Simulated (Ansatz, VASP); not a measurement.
## Two plane-wave programs on Ca2Ge2N

```
Ca Ge N
1.0
     4.08484    0.00000    0.00000
    -2.04242    3.53757    0.00000
     0.00000    0.00000    8.30219
Ca Ge N
2 2 1
Cartesian
  0.0000 2.3584 5.7448
  2.0424 1.1792 2.5574
  0.0000 2.3584 0.6221
  2.0424 1.1792 7.6801
  0.0000 0.0000 0.0000
```

Change from the starting cell: species swapped into the SrMg2Sb2 type (P-3m1, No. 164).

Alike in both runs: functional PBE; k mesh 12 × 12 × 6; occupations gaussian, width 0.1 eV; no spin polarisation.

Ansatz relaxed the structure, and its values are those at the end. VASP's run is a single point on that final structure, the one shown.

```csv
,VASP,Ansatz
version,VASP 6.6.1,Ansatz 0.2.0
potentials or method,"VASP PAW PBE potentials, release 64 (Ca_sv, Ge_d, N), cutoff 520 eV","scalar-relativistic, plane waves, PAW"
valence electrons in the cell,53,53
```

```tsv
	VASP	Ansatz	Ansatz less VASP
gap on the k mesh at the Fermi level (eV)	none	none	-
pressure (GPa)	0.1	0.0	-0.07
rms of the force components (eV/Å)	0.004	0.000	-0.0040
```

A gap of «none» marks a metal or a gap that the smearing closes.
